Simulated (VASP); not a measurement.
# ZrSi2 (I4/mmm) in VASP: a series of runs

Runs on ZrSi2. Level: PBE. Tasks: relaxation of shape and atoms at fixed volume, single point.

All numbers are computed with VASP 6.6.1; they aren't measurements. Logs are shortened: lines on timing, memory, paths and dates and some standing lists are left out, and cuts for length are marked.

## 1. The cell of the first run

Symmetry: I4/mmm, No. 139, tetragonal system. The conventional cell has a = 3.403 Å, b = 3.403 Å, c = 9.418 Å, α = 90.00°, β = 90.00°, γ = 90.00°. Within 3.8 Å of Zr (site symmetry 4/mmm) lie 10 Si at 2.92 to 3.00 Å and 4 Zr at 3.40 Å. Si (site symmetry 4mm) has 9 Si at 2.66 to 3.59 Å and 5 Zr at 2.92 to 3.00 Å within 3.6 Å.

## 2. Relaxation of shape and atoms at fixed volume, PBE (18.17 Å³/atom)

Contents of INCAR:

```
PREC = Accurate ; ENCUT = 600
EDIFF = 1E-6 ; ISMEAR = 0
SIGMA = 0.05 ; LREAL = False
LASPH = True ; NELM = 80
ALGO = Normal ; ISIF = 4
LWAVE = False ; LCHARG = False
GGA = PE ; IBRION = 2
NSW = 60 ; EDIFFG = -0.01
```

Contents of KPOINTS:

```
Automatic mesh
0
Gamma
  14 14 14
```

Contents of POSCAR:

```
ZrSi2
1.0
   -1.7013163216      1.7013163216      4.7088046500
    1.7013163216     -1.7013163216      4.7088046500
    1.7013163216      1.7013163216     -4.7088046500
Zr Si
1 2
Direct
    0.0000000000      0.0000000000      0.0000000000
    0.3096195337      0.3096195337      0.0000000000
    0.6903804663      0.6903804663      0.0000000000
```

Potentials or basis: VASP PAW PBE potentials, release 64 (Zr_sv, Si).

Command:

```
$ cat potpaw_PBE.64/Zr_sv/POTCAR potpaw_PBE.64/Si/POTCAR > POTCAR
$ mpirun -np 1 vasp_std > vasp.out
```

OUTCAR:

```text
PREC = Accurate
   ENCUT = 600
   EDIFF = 1E-6
   ISMEAR = 0
   LREAL = False
   LASPH = True
   NELM = 80
   ISIF = 4
   GGA = PE
   IBRION = 2
   NSW = 60
   EDIFFG = -0.01

 ion  position               nearest neighbor table
   1  0.000  0.000  0.000-   2 2.92   3 2.92   3 3.00   2 3.00   3 3.00   3 3.00   3 3.00   2 3.00
                             2 3.00   2 3.00
   2  0.310  0.310  0.000-   3 2.66   3 2.66   3 2.66   3 2.66   1 2.92   1 3.00   1 3.00   1 3.00
                             1 3.00
   3  0.690  0.690  0.000-   2 2.66   2 2.66   2 2.66   2 2.66   1 2.92   1 3.00   1 3.00   1 3.00
                             1 3.00

  LATTYP: Found a body centered tetragonal cell.
 ALAT       =     3.4026326432
 C/A-ratio  =     2.7677420067

  Lattice vectors:

 A1 = (  -1.7013163216,   1.7013163216,   4.7088046500)
 A2 = (   1.7013163216,  -1.7013163216,   4.7088046500)
 A3 = (   1.7013163216,   1.7013163216,  -4.7088046500)

Analysis of symmetry for initial positions (statically):
=====================================================================
 Subroutine PRICEL returns:
 Original cell was already a primitive cell.

 Routine SETGRP: Setting up the symmetry group for a
 body centered tetragonal supercell.

 Subroutine GETGRP returns: Found 16 space group operations
 (whereof 16 operations were pure point group operations)
 out of a pool of 16 trial point group operations.

The static configuration has the point symmetry D_4h.

Analysis of symmetry for dynamics (positions and initial velocities):
=====================================================================
 Subroutine PRICEL returns:
 Original cell was already a primitive cell.

 Routine SETGRP: Setting up the symmetry group for a
 body centered tetragonal supercell.

 Subroutine GETGRP returns: Found 16 space group operations
 (whereof 16 operations were pure point group operations)
 out of a pool of 16 trial point group operations.

The dynamic configuration has the point symmetry D_4h.

 Subroutine INISYM returns: Found 16 space group operations
 (whereof 16 operations are pure point group operations),
 and found     1 'primitive' translations

----------------------------------------------------------------------------------------

                                     Primitive cell

  volume of cell :      54.5181

  direct lattice vectors                    reciprocal lattice vectors
    -1.701316322  1.701316322  4.708804650     0.000000000  0.293890086  0.106184061
     1.701316322 -1.701316322  4.708804650     0.293890086  0.000000000  0.106184061
     1.701316322  1.701316322 -4.708804650     0.293890086  0.293890086  0.000000000

  length of vectors
     5.287891421  5.287891421  5.287891421     0.312484299  0.312484299  0.415623345

  position of ions in fractional coordinates (direct lattice)
     0.000000000  0.000000000  0.000000000
     0.309619534  0.309619534  0.000000000
     0.690380466  0.690380466  0.000000000

  ion indices of the primitive-cell ions
   primitive index   ion index
                 1           1
                 2           2
                 3           3

----------------------------------------------------------------------------------------

 KPOINTS: Automatic mesh

Automatic generation of k-mesh.
 Grid dimensions read from file:
 generate k-points for:   14   14   14

 Generating k-lattice:

  Cartesian coordinates                     Fractional coordinates (reciprocal lattice)
     0.000000000  0.020992149  0.007584576     0.071428571  0.000000000  0.000000000
     0.020992149  0.000000000  0.007584576     0.000000000  0.071428571  0.000000000
     0.020992149  0.020992149  0.000000000     0.000000000  0.000000000  0.071428571

  Length of vectors
     0.022320307  0.022320307  0.029687382

  Shift w.r.t. Gamma in fractional coordinates (k-lattice)
     0.000000000  0.000000000  0.000000000

 Subroutine IBZKPT returns following result:
 ===========================================

 Found    244 irreducible k-points:

 Following reciprocal coordinates:
            Coordinates               Weight
  0.000000  0.000000  0.000000      1.000000
  0.071429 -0.000000  0.000000      8.000000
  0.142857 -0.000000  0.000000      8.000000
  0.214286 -0.000000  0.000000      8.000000
  0.285714 -0.000000  0.000000      8.000000
  0.357143 -0.000000  0.000000      8.000000
[... 16 lines left out ...]
  0.214286  0.142857  0.000000     16.000000
  0.285714  0.142857  0.000000     16.000000
 [... further k-points ...]
   k-points           NKPTS =    244   k-points in BZ     NKDIM =    244   number of bands    NBANDS=     14
   number of dos      NEDOS =    301   number of ions     NIONS =      3
   total plane-waves  NPLWV =  74088
   dimension x,y,z NGX =    42 NGY =   42 NGZ =   42
   dimension x,y,z NGXF=    84 NGYF=   84 NGZF=   84
   ions per type =               1   2
   NGX,Y,Z   is equivalent  to a cutoff of  13.20, 13.20, 13.20 a.u.
   NGXF,Y,Z  is equivalent  to a cutoff of  26.41, 26.41, 26.41 a.u.
 SYSTEM =  unknown system
   PREC   = accura    normal or accurate (medium, high low for compatibility)
   ISTART =      0    job   : 0-new  1-cont  2-samecut
   ICHARG =      2    charge: 1-file 2-atom 10-const
   ISPIN  =      1    spin polarized calculation?
   LNONCOLLINEAR =      F non collinear calculations
   LSORBIT =      F    spin-orbit coupling
   LASPH  =      T    aspherical Exc in radial PAW
   ENCUT  =  600.0 eV  44.10 Ry    6.64 a.u.  10.56 10.56 10.56*2*pi/ulx,y,z
   NELM   =     80;   NELMIN=  2; NELMDL= -5     # of ELM steps
   EDIFF  = 0.1E-05   stopping-criterion for ELM
   LREAL  =      F    real-space projection
   EDIFFG = -.1E-01   stopping-criterion for IOM
   NSW    =     60    number of steps for IOM
   IBRION =      2    ionic relax: 0-MD 1-quasi-New 2-CG
   NFREE  =      1    steps in history (QN), initial steepest desc. (CG)
   ISIF   =      4    stress and relaxation
   ISYM   =      2    0-nonsym 1-usesym 2-fastsym
   POTIM  = 0.5000    time-step for ionic-motion
   TEBEG  =    0.0;   TEEND  =   0.0 temperature during run
   PSTRESS=    0.0 pullay stress
   NELECT =      20.0000    total number of electrons
   NUPDOWN=      -1.0000    fix difference up-down
   EMIN   =  10.00;   EMAX   =-10.00  energy-range for DOS
   EFERMI =   0.00;   METHOD = LEGACY
   ISMEAR =     0;   SIGMA  =   0.05  broadening in eV -4-tet -1-fermi 0-gaus
   EFERMI_NEDOS =   21; number of points for ismear=-14 and -15
   IALGO  =     38    algorithm
   IMIX   =      4    mixing-type and parameters
     AMIX     =   0.40;   BMIX     =  1.00
     AMIX_MAG =   1.60;   BMIX_MAG =  1.00
  volume/ion in A,a.u.               =      18.17       122.64
  Fermi-wavevector in a.u.,A,eV,Ry     =   1.171938  2.214641 18.686761  1.373438
  Thomas-Fermi vector in A             =   2.308374
   LORBIT       =      0    0 simple, 1 ext, 2 COOP (PROOUT), +10 PAW based schemes
   GGA     = PE    functional components
   LHFCALC =     F    Hartree Fock is set to
   AEXX    =    0.0000 exact exchange contribution
   IVDW    =     0    specifies the selected vdW correction
   LEPSILON=     F    determine dielectric tensor
   LRPA    =     F    only Hartree local field effects (RPA)
 conjugate gradient relaxation of ions
 non-spin polarized calculation
 Gauss-broadening in eV      SIGMA  =   0.05
  energy-cutoff  :      600.00
  volume of cell :       54.52
 maximum number of plane-waves:      1840
   NGX = 21   NGY = 21   NGZ = 21

--------------------------------------- Ionic step        1  -------------------------------------------

 number of electron      20.0000000 magnetization

 Free energy of the ion-electron system (eV)
  ---------------------------------------------------
  ext. energy  EPLUGINS =         0.00000000
  ---------------------------------------------------
  free energy    TOTEN  =       -20.37403933 eV

  energy without entropy =      -20.37052975  energy(sigma->0) =      -20.37228454

------------------------ aborting loop because EDIFF is reached ----------------------------------------

  FORCE on cell =-STRESS in cart. coord.  units (eV):
  Direction    XX          YY          ZZ          XY          YZ          ZX
  --------------------------------------------------------------------------------------
  -------------------------------------------------------------------------------------
  Total       -3.3650651     -3.3650651     -3.5251903      0.0000000      0.0000000     -0.0000000
  in kB      -98.8924774    -98.8924774   -103.5982342      0.0000000      0.0000000     -0.0000000
  external PRESSURE =    -100.4610630 kB  Pullay stress =       0.0000000 kB
[... 59 lines left out ...]
  energy  without entropy=      -20.3706110311  energy(sigma->0) =      -20.37242058

--------------------------------------- Ionic step        3  -------------------------------------------

 number of electron      20.0000000 magnetization

 Free energy of the ion-electron system (eV)
  ---------------------------------------------------
  ext. energy  EPLUGINS =         0.00000000
  ---------------------------------------------------
  free energy    TOTEN  =       -20.37424022 eV

  energy without entropy =      -20.37058439  energy(sigma->0) =      -20.37241231

 E-fermi :   8.6868     XC(G=0): -10.9593

 val. band max:        8.6800551512   @ k =  -0.2857   0.4286   0.2143
 cond. band min:       8.6906338343   @ k =  -0.2857   0.2857   0.0000
 fundamental gap:      0.0105786831
 Fermi energy:         8.6867509278

 k-point     1 :       0.0000    0.0000    0.0000
  band No.  band energies     occupation
      1     -40.0260      2.00000
      2     -18.0959      2.00000
      3     -17.9144      2.00000
      4     -17.9144      2.00000
      5      -2.8379      2.00000
      6       4.4961      2.00000
      7       4.8281      2.00000
      8       7.5141      2.00000
      9       7.5141      2.00000
     10       7.9692      2.00000
     11      10.5564      0.00000
     12      11.9561      0.00000
     13      12.1197      0.00000
     14      12.8842      0.00000
[... 375 lines left out ...]
 k-point    24 :       0.2857    0.1429    0.0000
  band No.  band energies     occupation
      1     -40.0080      2.00000
      2     -18.0960      2.00000
      3     -18.0711      2.00000
      4     -17.9542      2.00000
      5      -1.3552      2.00000
      6       2.9060      2.00000
      7       4.8727      2.00000
      8       6.6542      2.00000
      9       7.0971      2.00000
     10       8.2390      2.00000
     11       9.4095      0.00000
     12      11.3578      0.00000
     13      11.7323      0.00000
     14      12.8027      0.00000

 [... further k-points ...]

------------------------ aborting loop because EDIFF is reached ----------------------------------------

  FORCE on cell =-STRESS in cart. coord.  units (eV):
  Direction    XX          YY          ZZ          XY          YZ          ZX
  --------------------------------------------------------------------------------------
  -------------------------------------------------------------------------------------
  Total       -3.4047329     -3.4047329     -3.3984454      0.0000000      0.0000000     -0.0000000
  in kB     -100.0582316   -100.0582316    -99.8734558      0.0000000      0.0000000     -0.0000000
  external PRESSURE =     -99.9966397 kB  Pullay stress =       0.0000000 kB
[... 18 lines left out ...]
  FREE ENERGIE OF THE ION-ELECTRON SYSTEM (eV)
  ---------------------------------------------------
  free  energy   TOTEN  =       -20.3742402241 eV

  energy  without entropy=      -20.3705843881  energy(sigma->0) =      -20.37241231

 reached required accuracy - stopping structural energy minimisation
```

Wall time 12 min (1 thread of Intel Xeon Platinum 8259CL at 2.50GHz (Skylake/Cascade Lake), shared host); peak memory 0.44 GiB.

What came out:

```
Free energy                  : -20.3742 eV
Energy gained by relaxing    : 0.1 meV/atom
Ionic steps                  : 3
Pressure after relaxing      : -10.0 GPa
Largest force after relaxing : 0.009 eV/Å
Band gap on the k mesh       : zero (bands 10 and 11 overlap by 1.28 eV)
```

Forces in eV/Å, atoms in the order of the input:
```
Zr   0.000  0.000  0.000
Si   0.000  0.000 -0.009
Si   0.000  0.000  0.009
```

Step by step:
| step | energy change (eV) | largest force (eV/Å) | pressure (GPa) | volume (Å³) |
| --- | --- | --- | --- | --- |
| 1 | 0.0000 | 0.0216 | -10.05 | 54.52 |
| 2 | -0.0002 | 0.0112 | -10.01 | 54.52 |
| 3 | -0.0002 | 0.0085 | -10.00 | 54.52 |

Final structure:
```
CELL_PARAMETERS angstrom
-1.70317 1.70317 4.69858
1.70317 -1.70317 4.69858
1.70317 1.70317 -4.69858
ATOMIC_POSITIONS crystal
Zr 0.00000 0.00000 0.00000
Si 0.30948 0.30948 0.00000
Si 0.69052 0.69052 0.00000
```

Levels at points of the mesh, in eV from the Fermi level:
```
           k point  band 6  band 7  band 8  band 9  band 10  band 11  band 12  band 13  band 14
(0.00, 0.00, 0.00)   -4.19   -3.86   -1.17   -1.17    -0.72     1.87     3.27     3.43     4.20
(0.50, 0.00, 0.00)   -8.16   -3.37   -2.92   -0.83     0.23     1.85     2.55     3.57     3.83
(0.50, 0.50, 0.00)   -5.52   -5.18   -4.58   -2.96    -1.32     0.55     1.14     3.13     3.16
(0.50, 0.50, 0.50)   -7.21   -1.06   -1.03   -0.25    -0.25     1.49     1.49     2.12     3.00
```

[end of part 1 of 2]
